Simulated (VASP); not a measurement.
Write the native input for VASP 6.6.1 that does the following.

| Quantity | Value |
| --- | --- |
| Task | single point |
| Functional | PBE |
| Potentials or basis | VASP PAW PBE potentials, release 64 (Bi_d, O) |
| Cutoff | 520 eV |
| k mesh | 14 × 14 × 14 |
| Occupations | gaussian, width 0.1 eV |
| Spin | no spin polarisation |
| Dipole correction | no |
| Further INCAR settings | ALGO = Normal; EDIFF = 1e-06; NBANDS = 34 |

The structure of Bi3O lies in POSCAR:

```
Bi3O
1.0
   -2.2371158572      2.2371158572      5.0597227203
    2.2371158572     -2.2371158572      5.0597227203
    2.2371158572      2.2371158572     -5.0597227203
Bi O
3 1
Direct
    0.5000000000      0.5000000000      0.0000000000
    0.2500000000      0.7500000000      0.5000000000
    0.7500000000      0.2500000000      0.5000000000
    0.0000000000      0.0000000000      0.0000000000
```

These files were run (other wordings do the same):

INCAR

```
PREC     = Accurate       # precision mode
ENCUT    = 520            # plane-wave cutoff, eV
EDIFF    = 1E-6           # SCF threshold, eV
ISMEAR   = 0              # smearing method
SIGMA    = 0.1            # smearing width, eV
LREAL    = False          # projectors in reciprocal space
LASPH    = True           # aspherical terms in the spheres
NELM     = 80             # most SCF steps
ALGO     = Normal         # electronic algorithm
ISIF     = 2              # what is computed and relaxed
LWAVE    = False          # write WAVECAR
LCHARG   = False          # write CHGCAR
GGA      = PE             # functional
NBANDS   = 34             # bands
```

KPOINTS

```
regular mesh
0
Gamma
  14 14 14
```

Potentials or basis: VASP PAW PBE potentials, release 64 (Bi_d, O).

Command:

```bash
$ cat potpaw_PBE.64/Bi_d/POTCAR potpaw_PBE.64/O/POTCAR > POTCAR
$ mpirun -np 1 vasp_std > vasp.out
```

It gave:

The pressure is -0.1 GPa. The band gap on the k mesh is zero (an odd number of electrons rules out a gap without spin polarisation).

Caveat: spin-orbit coupling is left out, which moves the levels of the heavy elements; an odd number of electrons without spin polarisation forces a metal; a magnetic or distorted state may lie lower.

Wall time 25 min on 1 thread of AMD EPYC 9R45 (Zen 5), with other jobs on the host, peak memory 0.76 GiB.
